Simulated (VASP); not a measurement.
**InSb3: single point with LDA**

The system is InSb3.

```
Sb In
1.0
     0.00000    3.81969    3.81969
     3.81969    0.00000    3.81969
     3.81969    3.81969    0.00000
Sb In
3 1
Direct
  0.50000 0.50000 0.50000
  0.75000 0.75000 0.75000
  0.25000 0.25000 0.25000
  0.00000 0.00000 0.00000
```

| Property | Result |
| --- | --- |
| Program | VASP 6.6.1 |
| Task | single point |
| Functional | LDA |
| Potentials or basis | VASP PAW LDA potentials, release 64 (Sb, In_d) |
| Cutoff | 520 eV |
| k mesh | 6 × 6 × 6 |
| Occupations | fermi-dirac, width 0.05 eV |
| Spin | no spin polarisation |
| Dipole correction | no |
| Further INCAR settings | ALGO = Normal; EDIFF = 1e-06; NBANDS = 22 |

* Pressure: -5.0 GPa
* Band gap on the k mesh: zero (bands 14 and 15 overlap by 3.33 eV)

Levels at points of the mesh, in eV from the Fermi level:
```
           k point  band 10  band 11  band 12  band 13  band 14  band 15  band 16  band 17  band 18  band 19
(0.00, 0.00, 0.00)    -2.46    -2.46    -2.46    -2.39    -2.39    -2.39    -0.76    -0.76    -0.76     3.47
(0.50, 0.00, 0.00)    -3.40    -3.40    -2.60    -2.60    -0.40    -0.29     1.80     1.80     2.94     2.94
(0.50, 0.50, 0.00)    -5.00    -5.00     0.16     0.79     0.79     1.01     1.56     1.65     1.65     3.86
```

Wall time 51 s on 1 thread of Intel Xeon 8259CL, on a shared host, peak memory 0.21 GiB.

Caveat: the cell stands under tension; spin-orbit coupling is left out, which moves the levels of the heavy elements.
